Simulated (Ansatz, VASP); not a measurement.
**Cu in VASP and in Ansatz**

The input INCAR:

```
PREC = Accurate
ENCUT = 520
EDIFF = 1E-8
ISMEAR = -1
SIGMA = 0.05
LREAL = False
LASPH = True
NELM = 60
ALGO = Normal
ISIF = 2
LWAVE = False
LCHARG = False
LEFG = True
NBANDS = 18
```

Contents of KPOINTS:

```
Automatic mesh
0
Gamma
  13 13 7
```

Contents of POSCAR:

```
Cu
1.0
    2.5730649657      0.0000000000      0.0000000000
   -1.2865324828      2.2283396258      0.0000000000
    0.0000000000      0.0000000000      4.1683652444
Cu
2
Direct
    0.3133333333      0.6566666667      0.2350000000
    0.6866666667      0.3433333333      0.7650000000
```

Input for Ansatz:

```yaml
crystal:
  lattice:
    - [2.5730649657, 0.0, 0.0]
    - [-1.2865324828, 2.2283396258, 0.0]
    - [0.0, 0.0, 4.1683652444]
  atoms:
    - { symbol: Cu, position: [0.3133333333, 0.6566666667, 0.235] }
    - { symbol: Cu, position: [0.6866666667, 0.3433333333, 0.765] }
kpoints:
  mp_grid: { grid: [13, 13, 7] }
scf:
  occupations: { method: fermi_dirac, width: 0.05 }
hamiltonian:
  xc: lda
  pseudopotentials: { kind: all_electron, datasets: crystal }
output:
  forces: true
  stress: true
  eigenvalues: true
  efg: { contact_densities: true }
```

Change from the starting cell: shortest bond scaled by 0.94, crystal datasets.

Alike in both runs: task electric field gradients; functional LDA; k mesh 13 × 13 × 7; occupations fermi-dirac, width 0.05 eV; no spin polarisation.

|  | VASP | Ansatz |
| --- | --- | --- |
| version | VASP 6.6.1 | Ansatz 0.2.0 |
| potentials or method | VASP PAW LDA potentials, release 64 (Cu), cutoff 520 eV | all-electron PAW with datasets made for the crystal, scalar-relativistic |

VASP gave:

- pressure (GPa): -11.5
- traceless stress, the component that is largest in VASP (GPa): 3.47
- rms of the force components (eV/Å): 0.442
- size of Vzz on the site where it differs most (V/Å²): 5.2

**Question.** Which values does Ansatz return?

**Answer.** Pressure (GPa): -12.4; traceless stress, the component that is largest in VASP (GPa): 3.47; rms of the force components (eV/Å): 0.439; size of Vzz on the site where it differs most (V/Å²): 4.3.

LDA's correlation is that of Perdew and Zunger in VASP and of Perdew and Wang (1992) in Ansatz. Atom by atom the forces differ by 0.003 eV/Å (rms over components). Ansatz ran all-electron here, and VASP with PAW potentials.
